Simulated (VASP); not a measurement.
# TiO2 (C2/m) in VASP: further runs

TiO2 is run at these levels: PBE+D3(BJ), r2SCAN; tasks: single point.

All numbers are computed with VASP 6.6.1; they aren't measurements. Logs are shortened: lines on timing, memory, paths and dates and some standing lists are left out, and cuts for length are marked.

### Step 1. The cell of the first run

The structure is monoclinic, space group C2/m (No. 12). The conventional cell has a = 8.993 Å, b = 2.988 Å, c = 5.160 Å, α = 90.00°, β = 100.00°, γ = 90.00°. Within 2.5 Å of Ti (site symmetry m) lie 6 O at 1.86 to 2.11 Å. Within 2.6 Å of O (site symmetry m) lie 3 Ti at 1.86 to 2.06 Å and 3 O at 2.57 to 2.58 Å. Within 2.7 Å of O (site symmetry m) lie 3 Ti at 1.91 to 2.11 Å and 3 O at 2.58 to 2.61 Å.

### Step 2. Single point, PBE+D3(BJ)

The input, INCAR:

```
SYSTEM = TiO2
PREC = Accurate
ENCUT = 520
EDIFF = 1E-7
ISMEAR = 0
SIGMA = 0.02
LREAL = .FALSE.
LASPH = .TRUE.
NELM = 80
ALGO = Normal
ISIF = 2
LWAVE = .FALSE.
LCHARG = .TRUE.
GGA = PE
IVDW = 12
LELF = .TRUE.
LVHAR = .TRUE.
NBANDS = 33
```

The input, KPOINTS:

```
Automatic mesh
0
G
  8 8 6
  0 0 0
```

The input, POSCAR:

```
TiO2
1.0
    4.4967313659     -1.4938094738     -0.0059627154
    4.4967313659      1.4938094738     -0.0059627154
   -0.8892502101      0.0000000000      5.0830999183
Ti O
2 4
Direct
    0.2734537544      0.2734537544      0.2623705673
    0.7265462456      0.7265462456      0.7376294327
    0.6429916704      0.6429916704      0.3811553846
    0.1389903873      0.1389903873      0.8850646607
    0.3570083296      0.3570083296      0.6188446154
    0.8610096127      0.8610096127      0.1149353393
```

Potentials or basis: VASP PAW PBE potentials, release 64 (Ti_sv, O).

On the command line:

```console
> cat potpaw_PBE.64/Ti_sv/POTCAR potpaw_PBE.64/O/POTCAR > POTCAR
> mpirun -np 1 vasp_std > vasp.out
```

OUTCAR:

```text
SYSTEM = TiO2
   PREC = Accurate
   ENCUT = 520
   EDIFF = 1E-7
   ISMEAR = 0
   LREAL = .FALSE.
   LASPH = .TRUE.
   NELM = 80
   ISIF = 2
   GGA = PE
   IVDW = 12
 IVDW          = 12

 ion  position               nearest neighbor table
   1  0.273  0.273  0.262-   5 1.86   6 1.91   6 1.91   3 2.06   3 2.06   4 2.11
   2  0.727  0.727  0.738-   3 1.86   4 1.91   4 1.91   5 2.06   5 2.06   6 2.11
   3  0.643  0.643  0.381-   2 1.86   1 2.06   1 2.06
   4  0.139  0.139  0.885-   2 1.91   2 1.91   1 2.11
   5  0.357  0.357  0.619-   1 1.86   2 2.06   2 2.06
   6  0.861  0.861  0.115-   1 1.91   1 1.91   2 2.11

  LATTYP: Found a base centered monoclinic cell.
 ALAT       =     8.9934706384
 B/A-ratio  =     0.3321986659
 C/A-ratio  =     0.5737826640
 COS(beta)  =    -0.1736313966

  Lattice vectors:

 A1 = (   4.4967313659,  -1.4938094738,  -0.0059627154)
 A2 = (   4.4967313659,   1.4938094738,  -0.0059627154)
 A3 = (  -0.8892502101,   0.0000000000,   5.0830999183)

Analysis of symmetry for initial positions (statically):
=====================================================================
 Subroutine PRICEL returns:
 Original cell was already a primitive cell.

 Routine SETGRP: Setting up the symmetry group for a
 base centered monoclinic supercell.

 Subroutine GETGRP returns: Found  4 space group operations
 (whereof  4 operations were pure point group operations)
 out of a pool of  4 trial point group operations.

The static configuration has the point symmetry C_2h.

Analysis of symmetry for dynamics (positions and initial velocities):
=====================================================================
 Subroutine PRICEL returns:
 Original cell was already a primitive cell.

 Routine SETGRP: Setting up the symmetry group for a
 base centered monoclinic supercell.

 Subroutine GETGRP returns: Found  4 space group operations
 (whereof  4 operations were pure point group operations)
 out of a pool of  4 trial point group operations.

The dynamic configuration has the point symmetry C_2h.

 Subroutine INISYM returns: Found  4 space group operations
 (whereof  4 operations are pure point group operations),
 and found     1 'primitive' translations

----------------------------------------------------------------------------------------

                                     Primitive cell

  volume of cell :      68.2732

  direct lattice vectors                    reciprocal lattice vectors
     4.496731366 -1.493809474 -0.005962715     0.111217677 -0.334714707  0.019456698
     4.496731366  1.493809474 -0.005962715     0.111217677  0.334714707  0.019456698
    -0.889250210  0.000000000  5.083099918     0.000260927  0.000000000  0.196775992

  length of vectors
     4.738364198  4.738364198  5.160297541     0.353244773  0.353244773  0.196776165

  position of ions in fractional coordinates (direct lattice)
     0.273453754  0.273453754  0.262370567
     0.726546246  0.726546246  0.737629433
     0.642991670  0.642991670  0.381155385
     0.138990387  0.138990387  0.885064661
     0.357008330  0.357008330  0.618844615
     0.861009613  0.861009613  0.114935339

  ion indices of the primitive-cell ions
   primitive index   ion index
                 1           1
                 2           2
                 3           3
                 4           4
                 5           5
                 6           6

----------------------------------------------------------------------------------------

 KPOINTS: Automatic mesh

Automatic generation of k-mesh.
 Grid dimensions read from file:
 generate k-points for:    8    8    6

 Generating k-lattice:

  Cartesian coordinates                     Fractional coordinates (reciprocal lattice)
     0.013902210 -0.041839338  0.002432087     0.125000000 -0.000000000  0.000000000
     0.013902210  0.041839338  0.002432087    -0.000000000  0.125000000  0.000000000
     0.000043488  0.000000000  0.032795999     0.000000000  0.000000000  0.166666667

  Length of vectors
     0.044155597  0.044155597  0.032796028

  Shift w.r.t. Gamma in fractional coordinates (k-lattice)
     0.000000000  0.000000000  0.000000000

 Subroutine IBZKPT returns following result:
 ===========================================

 Found    114 irreducible k-points:

 Following reciprocal coordinates:
            Coordinates               Weight
  0.000000  0.000000  0.000000      1.000000
  0.125000 -0.000000  0.000000      4.000000
  0.250000 -0.000000  0.000000      4.000000
  0.375000 -0.000000  0.000000      4.000000
  0.500000 -0.000000  0.000000      2.000000
  0.125000  0.125000  0.000000      2.000000
[... 16 lines left out ...]
  0.125000 -0.000000  0.166667      4.000000
  0.250000 -0.000000  0.166667      4.000000
 [... further k-points ...]
   k-points           NKPTS =    114   k-points in BZ     NKDIM =    114   number of bands    NBANDS=     33
   number of dos      NEDOS =    301   number of ions     NIONS =      6
   total plane-waves  NPLWV =  51840
   dimension x,y,z NGX =    36 NGY =   36 NGZ =   40
   dimension x,y,z NGXF=    72 NGYF=   72 NGZF=   80
   ions per type =               2   4
   NGX,Y,Z   is equivalent  to a cutoff of  12.63, 12.63, 12.89 a.u.
   NGXF,Y,Z  is equivalent  to a cutoff of  25.26, 25.26, 25.77 a.u.
 SYSTEM =  TiO2
   PREC   = accura    normal or accurate (medium, high low for compatibility)
   ISTART =      0    job   : 0-new  1-cont  2-samecut
   ICHARG =      2    charge: 1-file 2-atom 10-const
   ISPIN  =      1    spin polarized calculation?
   LNONCOLLINEAR =      F non collinear calculations
   LSORBIT =      F    spin-orbit coupling
   LASPH  =      T    aspherical Exc in radial PAW
   ENCUT  =  520.0 eV  38.22 Ry    6.18 a.u.   8.81  8.81  9.59*2*pi/ulx,y,z
   NELM   =     80;   NELMIN=  2; NELMDL= -5     # of ELM steps
   EDIFF  = 0.1E-06   stopping-criterion for ELM
   LREAL  =      F    real-space projection
   EDIFFG = 0.1E-05   stopping-criterion for IOM
   NSW    =      0    number of steps for IOM
   IBRION =     -1    ionic relax: 0-MD 1-quasi-New 2-CG
   NFREE  =      0    steps in history (QN), initial steepest desc. (CG)
   ISIF   =      2    stress and relaxation
   ISYM   =      2    0-nonsym 1-usesym 2-fastsym
   POTIM  = 0.5000    time-step for ionic-motion
   TEBEG  =    0.0;   TEEND  =   0.0 temperature during run
   PSTRESS=    0.0 pullay stress
   NELECT =      48.0000    total number of electrons
   NUPDOWN=      -1.0000    fix difference up-down
   EMIN   =  10.00;   EMAX   =-10.00  energy-range for DOS
   EFERMI =   0.00;   METHOD = LEGACY
   ISMEAR =     0;   SIGMA  =   0.02  broadening in eV -4-tet -1-fermi 0-gaus
   EFERMI_NEDOS =   21; number of points for ismear=-14 and -15
   IALGO  =     38    algorithm
   IMIX   =      4    mixing-type and parameters
     AMIX     =   0.40;   BMIX     =  1.00
     AMIX_MAG =   1.60;   BMIX_MAG =  1.00
  volume/ion in A,a.u.               =      11.38        76.79
  Fermi-wavevector in a.u.,A,eV,Ry     =   1.455700  2.750874 28.831598  2.119063
  Thomas-Fermi vector in A             =   2.572704
   LORBIT       =      0    0 simple, 1 ext, 2 COOP (PROOUT), +10 PAW based schemes
   GGA     = PE    functional components
   LHFCALC =     F    Hartree Fock is set to
   AEXX    =    0.0000 exact exchange contribution
   IVDW    =    12    specifies the selected vdW correction
   LEPSILON=     F    determine dielectric tensor
   LRPA    =     F    only Hartree local field effects (RPA)
 non-spin polarized calculation
 Gauss-broadening in eV      SIGMA  =   0.02
  energy-cutoff  :      520.00
  volume of cell :       68.27
 maximum number of plane-waves:      1859
   NGX = 17   NGY = 17   NGZ = 19

 number of electron      48.0000000 magnetization

 Free energy of the ion-electron system (eV)
  ---------------------------------------------------
  ext. energy  EPLUGINS =         0.00000000
  ---------------------------------------------------
  free energy    TOTEN  =       -52.92648580 eV

  energy without entropy =      -52.92648580  energy(sigma->0) =      -52.92648580

 E-fermi :   3.3611     XC(G=0): -10.7508

 val. band max:        3.2682751044   @ k =  -0.1250   0.0000   0.3333
 cond. band min:       5.9709413298   @ k =   0.0000   0.0000   0.0000
 fundamental gap:      2.7026662254
 Fermi energy:         3.3610875576

 k-point     1 :       0.0000    0.0000    0.0000
  band No.  band energies     occupation
      1     -53.0726      2.00000
      2     -53.0056      2.00000
      3     -29.6456      2.00000
      4     -29.3347      2.00000
      5     -29.2242      2.00000
      6     -29.1889      2.00000
[... 25 lines left out ...]
     32       9.8741      0.00000
     33      10.0319      0.00000

 k-point     2 :       0.1250   -0.0000    0.0000
  band No.  band energies     occupation
      1     -53.0647      2.00000
      2     -53.0028      2.00000
      3     -29.6157      2.00000
      4     -29.3249      2.00000
      5     -29.2508      2.00000
      6     -29.2202      2.00000
[... 25 lines left out ...]
     32       9.6619      0.00000
     33       9.8980      0.00000

 k-point     3 :       0.2500   -0.0000    0.0000
  band No.  band energies     occupation
      1     -53.0446      2.00000
      2     -52.9971      2.00000
      3     -29.5346      2.00000
      4     -29.3994      2.00000
      5     -29.3176      2.00000
      6     -29.2873      2.00000
[... 25 lines left out ...]
     32       9.4744      0.00000
     33       9.4831      0.00000

 k-point     4 :       0.3750   -0.0000    0.0000
  band No.  band energies     occupation
      1     -53.0209      2.00000
      2     -52.9951      2.00000
      3     -29.5269      2.00000
      4     -29.4865      2.00000
      5     -29.4209      2.00000
      6     -29.2608      2.00000
[... 25 lines left out ...]
     32       9.3112      0.00000
     33       9.4729      0.00000

 k-point     5 :       0.5000   -0.0000    0.0000
  band No.  band energies     occupation
      1     -53.0027      2.00000
      2     -53.0026      2.00000
      3     -29.5659      2.00000
      4     -29.5655      2.00000
      5     -29.3125      2.00000
      6     -29.3118      2.00000
[... 604 lines left out ...]
 k-point    22 :      -0.0000   -0.0000    0.1667
  band No.  band energies     occupation
      1     -53.0683      2.00000
      2     -53.0099      2.00000
      3     -29.6138      2.00000
      4     -29.3260      2.00000
      5     -29.2368      2.00000
      6     -29.1822      2.00000
[... 25 lines left out ...]
     32       9.8437      0.00000
     33       9.9150      0.00000

 k-point    23 :       0.1250   -0.0000    0.1667
  band No.  band energies     occupation
      1     -53.0608      2.00000
      2     -53.0068      2.00000
      3     -29.5894      2.00000
      4     -29.3176      2.00000
      5     -29.2547      2.00000
      6     -29.2217      2.00000
[... 25 lines left out ...]
     32       9.7118      0.00000
     33       9.7982      0.00000

 k-point    24 :       0.2500   -0.0000    0.1667
  band No.  band energies     occupation
      1     -53.0416      2.00000
      2     -53.0002      2.00000
      3     -29.5384      2.00000
      4     -29.3770      2.00000
      5     -29.3471      2.00000
      6     -29.2732      2.00000
[... 25 lines left out ...]
     32       9.5266      0.00000
     33       9.5781      0.00000

 [... further k-points ...]

------------------------ aborting loop because EDIFF is reached ----------------------------------------

 Edisp (eV)   -1.33209

 E8    (eV) :    -0.5233

  FORCE on cell =-STRESS in cart. coord.  units (eV):
  Direction    XX          YY          ZZ          XY          YZ          ZX
  --------------------------------------------------------------------------------------
  -------------------------------------------------------------------------------------
  Total       0.14124     0.41997     0.42324     0.00000     0.00000    -0.05503
  in kB       3.31460     9.85548     9.93235     0.00000     0.00000    -1.29137
  external pressure =        7.70 kB  Pullay stress =        0.00 kB

 VOLUME and BASIS-vectors are now :
 -----------------------------------------------------------------------------
  energy-cutoff  :      520.00
  volume of cell :       68.27
      direct lattice vectors                 reciprocal lattice vectors
     4.496731366 -1.493809474 -0.005962715     0.111217677 -0.334714707  0.019456698
     4.496731366  1.493809474 -0.005962715     0.111217677  0.334714707  0.019456698
    -0.889250210  0.000000000  5.083099918     0.000260927  0.000000000  0.196775992

 POSITION                                       TOTAL-FORCE (eV/Angst)
 -----------------------------------------------------------------------------------
      2.22598      0.00000      1.33039        -0.026725      0.000000     -0.030566
      5.87823      0.00000      3.74078         0.026725      0.000000      0.030566
      5.44378      0.00000      1.92978        -0.053592      0.000000     -0.060790
      0.46296      0.00000      4.49721        -0.059224      0.000000      0.023817
      2.66043      0.00000      3.14139         0.053592      0.000000      0.060790
      7.64125      0.00000      0.57396         0.059224      0.000000     -0.023817
 -----------------------------------------------------------------------------------
    total drift:                                0.000000     -0.000000     -0.000000

  FREE ENERGIE OF THE ION-ELECTRON SYSTEM (eV)
  ---------------------------------------------------
  free  energy   TOTEN  =       -54.2585725112 eV

  energy  without entropy=      -54.2585725112  energy(sigma->0) =      -54.25857251
```

Wall time 4.7 min (1 thread of Intel Xeon Platinum 8259CL at 2.50GHz (Skylake/Cascade Lake), shared host); peak memory 0.36 GiB.

What came out:

```
Free energy                : -54.2586 eV
Pressure                   : 0.8 GPa
Largest force              : 0.081 eV/Å
Band gap on the k mesh     : 2.70 eV (least direct gap 2.75 eV)
Dispersion energy per atom : -0.222 eV
```

Forces in eV/Å, atoms in the order of the input:
```
Ti  -0.027  0.000 -0.031
Ti   0.027  0.000  0.031
O   -0.054  0.000 -0.061
O   -0.059  0.000  0.024
O    0.054  0.000  0.061
O    0.059  0.000 -0.024
```

Stress tensor (GPa, compression positive):
```
 0.33  0.00 -0.13
 0.00  0.99  0.00
-0.13  0.00  0.99
```

Levels at points of the mesh, in eV from the valence-band top:
```tsv
k point	band 20	band 21	band 22	band 23	band 24	band 25	band 26	band 27	band 28	band 29
(0.00, 0.00, 0.00)	-1.33	-1.24	-0.56	-0.46	-0.05	2.70	2.94	3.28	3.86	3.99
(0.50, 0.00, 0.00)	-1.98	-1.51	-1.50	-0.80	-0.75	3.17	3.43	3.77	3.81	3.99
(0.50, 0.50, 0.00)	-1.44	-1.31	-0.81	-0.62	-0.46	2.71	2.83	2.94	3.88	3.97
(0.00, 0.00, 0.50)	-2.09	-1.29	-0.93	-0.32	-0.14	3.24	3.32	3.39	3.90	4.00
(0.50, 0.00, 0.50)	-1.46	-1.43	-1.16	-0.94	-0.82	2.81	3.25	3.72	3.74	3.92
(0.50, 0.50, 0.50)	-1.77	-1.29	-1.08	-0.65	-0.21	3.11	3.15	3.33	3.84	3.96
```

A k mesh can miss the band edges.

### Step 3. Single point, r2SCAN

POSCAR is that of step 2.

The input, INCAR.step1:

```
SYSTEM = TiO2
ALGO = Normal
EDIFF = 1E-4
ENCUT = 520
GGA = PE
ISMEAR = 0
LASPH = .TRUE.
LCHARG = .FALSE.
LREAL = .FALSE.
LWAVE = .TRUE.
NBANDS = 33
NELM = 60
PREC = Accurate
SIGMA = 0.02
```

The input, INCAR.step2:

```
SYSTEM = TiO2
ALGO = Normal
EDIFF = 1E-6
ENCUT = 520
ISIF = 2
ISMEAR = 0
ISTART = 1
LASPH = .TRUE.
LCHARG = .FALSE.
LMIXTAU = .TRUE.
LREAL = .FALSE.
LWAVE = .FALSE.
METAGGA = R2SCAN
NBANDS = 33
NELM = 60
PREC = Accurate
SIGMA = 0.02
```

The input, KPOINTS:

```
k-points
0
G
  8 8 6
  0 0 0
```

Potentials or basis: VASP PAW PBE potentials, release 64 (Ti_sv, O).

On the command line:

```console
> cat potpaw_PBE.64/Ti_sv/POTCAR potpaw_PBE.64/O/POTCAR > POTCAR
> cp INCAR.step1 INCAR
> mpirun -np 1 vasp_std > vasp.out
> cp INCAR.step2 INCAR
> mpirun -np 1 vasp_std > vasp.out
```

It took 15 min on 1 thread of Intel Xeon Platinum 8259CL at 2.50GHz (Skylake/Cascade Lake), shared host; peak memory 0.36 GiB.

Results (log left out):

```
Free energy            : -68.8319 eV
Pressure               : 0.1 GPa
Largest force          : 0.192 eV/Å
Band gap on the k mesh : 3.11 eV (least direct gap 3.16 eV)
```

Forces on the atoms (eV/Å):
```
Ti  -0.103  0.000 -0.109
Ti   0.103  0.000  0.109
O    0.192  0.000 -0.003
O    0.169  0.000  0.032
O   -0.192  0.000  0.003
O   -0.169  0.000 -0.032
```

Stress tensor (GPa, compression positive):
```
-0.46  0.00 -0.17
 0.00  0.42  0.00
-0.17  0.00  0.40
```

Levels at points of the mesh, in eV from the valence-band top:
| k point | band 22 | band 23 | band 24 | band 25 | band 26 | band 27 |
| --- | --- | --- | --- | --- | --- | --- |
| (0.00, 0.00, 0.00) | -0.59 | -0.49 | -0.05 | 3.11 | 3.35 | 3.67 |
| (0.50, 0.00, 0.00) | -1.55 | -0.82 | -0.77 | 3.57 | 3.83 | 4.20 |
| (0.50, 0.50, 0.00) | -0.83 | -0.65 | -0.49 | 3.12 | 3.23 | 3.35 |
| (0.00, 0.00, 0.50) | -0.97 | -0.31 | -0.15 | 3.65 | 3.74 | 3.79 |
| (0.50, 0.00, 0.50) | -1.20 | -0.97 | -0.84 | 3.20 | 3.64 | 4.15 |
| (0.50, 0.50, 0.50) | -1.12 | -0.67 | -0.22 | 3.52 | 3.57 | 3.75 |

Caveat: the PAW data sets were made with another functional, which shifts forces and pressure a little. A k mesh can miss the band edges.
